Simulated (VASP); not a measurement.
Input of a VASP 6.6.1 run:

Contents of POSCAR:

```
Pb
1.0
   -1.9796595667      1.9796595667      1.9796595667
    1.9796595667     -1.9796595667      1.9796595667
    1.9796595667      1.9796595667     -1.9796595667
Pb
1
Direct
    0.0000000000      0.0000000000      0.0000000000
```

The input INCAR.step1:

```
SYSTEM = Pb
PREC = Accurate ; ENCUT = 520
EDIFF = 1E-5 ; ISMEAR = -1
SIGMA = 0.05 ; LREAL = .FALSE.
LASPH = .TRUE. ; NELM = 100
ALGO = Normal ; ISIF = 2
LWAVE = .TRUE. ; LCHARG = .FALSE.
NBANDS = 13 ; GGA = PE
```

The input INCAR.step2:

```
SYSTEM = Pb
PREC = Accurate ; ENCUT = 520
EDIFF = 1E-6 ; ISMEAR = -1
SIGMA = 0.05 ; LREAL = .FALSE.
LASPH = .TRUE. ; NELM = 100
ALGO = Normal ; ISIF = 2
LWAVE = .FALSE. ; LCHARG = .FALSE.
GGA = PE ; LHFCALC = .TRUE.
HFSCREEN = 0.2079 ; PRECFOCK = Normal
NBANDS = 13 ; ISTART = 1
```

The input KPOINTS:

```
regular mesh
0
G
  6 6 6
  0 0 0
```

Potentials or basis: VASP PAW PBE potentials, release 64 (Pb_d).

The run is started by

```sh
$ cat potpaw_PBE.64/Pb_d/POTCAR > POTCAR
$ cp INCAR.step1 INCAR
$ mpirun -np 1 vasp_std > vasp.out
$ cp INCAR.step2 INCAR
$ mpirun -np 1 vasp_std > vasp.out
```

Q: What does it give for the band gap on the k mesh?

A: Zero (band 7 reaches 15.18 eV, above the bottom of band 8 at 4.67 eV).

Q: Estimate the pressure.

A: -0.7 GPa.

Caveat: the k points lie up to 0.37 Å⁻¹ apart; the PAW data sets were made with another functional, which shifts forces and pressure a little; spin-orbit coupling is left out, which moves the levels of the heavy elements.
